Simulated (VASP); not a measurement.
PdI (rocksalt type):

```
CELL_PARAMETERS angstrom
0.00000 2.67313 2.67313
2.67313 0.00000 2.67313
2.67313 2.67313 0.00000
ATOMIC_POSITIONS crystal
Pd 0.00000 0.00000 0.00000
I 0.50000 0.50000 0.50000
```

| Property | Result |
| --- | --- |
| Program | VASP 6.6.1 |
| Task | relaxation of cell and atoms |
| Functional | LDA |
| Potentials or basis | VASP PAW LDA potentials, release 64 (Pd, I) |
| Cutoff | 600 eV |
| k mesh | 13 × 13 × 13 |
| Occupations | fermi-dirac, width 0.1 eV |
| Spin | no spin polarisation |

At the start: pressure 16.9 GPa; volume 19.10 Å³/atom.

Q: How do energy, volume and symmetry change on relaxing?

A: Over 18 steps the energy falls by 118.5 meV/atom and the volume is 21.67 Å³/atom (+13.4 %); space group Fm-3m (No. 225, to 0.05 Å).

Step by step:
| step | energy change (eV) | largest force (eV/Å) | pressure (GPa) | volume (Å³) |
| --- | --- | --- | --- | --- |
| 1 | 0.0000 | 0.0000 | 16.92 | 38.20 |
| 2 | 0.0153 | 0.0000 | -9.58 | 50.48 |
| 3 | -0.2368 | 0.0000 | -0.34 | 43.49 |
| 4 | -0.2369 | 0.0000 | -0.08 | 43.37 |
| 5 | -0.2369 | 0.0000 | 0.16 | 43.26 |
| 6 | -0.2369 | 0.0000 | 0.17 | 43.26 |
| 7 | -0.2369 | 0.0000 | 0.16 | 43.26 |
| 8 | -0.2369 | 0.0000 | 0.15 | 43.26 |
| 9 | -0.2369 | 0.0000 | 0.15 | 43.26 |
| 10 | -0.2369 | 0.0000 | 0.15 | 43.26 |
| 11 | -0.2369 | 0.0000 | 0.15 | 43.26 |
| 12 | -0.2369 | 0.0000 | 0.15 | 43.27 |
| 13 | -0.2369 | 0.0000 | 0.15 | 43.27 |
| 14 | -0.2369 | 0.0000 | 0.14 | 43.27 |
| 15 | -0.2369 | 0.0000 | 0.14 | 43.27 |
| 16 | -0.2369 | 0.0000 | 0.14 | 43.28 |
| 17 | -0.2369 | 0.0000 | 0.08 | 43.30 |
| 18 | -0.2370 | 0.0000 | 0.00 | 43.33 |

Final structure:
```yaml
crystal:
  lattice:
    - [0.00000, 2.78777, 2.78777]
    - [2.78777, 0.00000, 2.78777]
    - [2.78777, 2.78777, 0.00000]
  atoms:
    - { symbol: Pd, position: [0.00000, 0.00000, 0.00000] }
    - { symbol: I, position: [0.50000, 0.50000, 0.50000] }
```

Caveat: an odd number of electrons without spin polarisation forces a metal; a magnetic or distorted state may lie lower.
